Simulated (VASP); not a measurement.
A run of VASP 6.6.1 is set up as follows.

The input POSCAR:

```
HfB2
1.0
    3.1464939518      0.0000000000      0.0000000000
   -1.5732469759      2.7249436951      0.0000000000
    0.0000000000      0.0000000000      3.4842081348
Hf B
1 2
Direct
    0.0000000000      0.0000000000      0.0000000000
    0.3333333333      0.6666666667      0.5000000000
    0.6666666667      0.3333333333      0.5000000000
```

Contents of INCAR.step1:

```
PREC = Accurate
ENCUT = 600
ISMEAR = 0
SIGMA = 0.05
LREAL = F
LASPH = T
NELM = 100
GGA = PE
ALGO = Normal
EDIFF = 1E-4
LWAVE = T
LCHARG = F
```

Contents of INCAR.step2:

```
PREC = Accurate
ENCUT = 600
EDIFF = 1E-6
ISMEAR = 0
SIGMA = 0.05
LREAL = F
LASPH = T
NELM = 100
ALGO = Normal
ISIF = 4
LWAVE = F
LCHARG = F
METAGGA = R2SCAN
LMIXTAU = T
IBRION = 2
NSW = 60
EDIFFG = -0.02
ISTART = 1
```

File KPOINTS:

```
regular mesh
0
Gamma
  14 14 12
```

Potentials or basis: VASP PAW PBE potentials, release 64 (Hf_pv, B).

Run with:

```console
$ cat potpaw_PBE.64/Hf_pv/POTCAR potpaw_PBE.64/B/POTCAR > POTCAR
$ cp INCAR.step1 INCAR
$ mpirun -np 1 vasp_std > vasp.out
$ cp INCAR.step2 INCAR
$ mpirun -np 1 vasp_std > vasp.out
```

Predict the band gap on the k mesh.

zero (band 8 reaches 8.53 eV, above the bottom of band 9 at 7.43 eV).

Stress tensor (GPa, compression positive):
```
-2.54  0.00  0.00
 0.00 -2.54  0.00
 0.00  0.00 -2.70
```

Caveat: the PAW data sets were made with another functional, which shifts forces and pressure a little; spin-orbit coupling is left out, which moves the levels of the heavy elements.
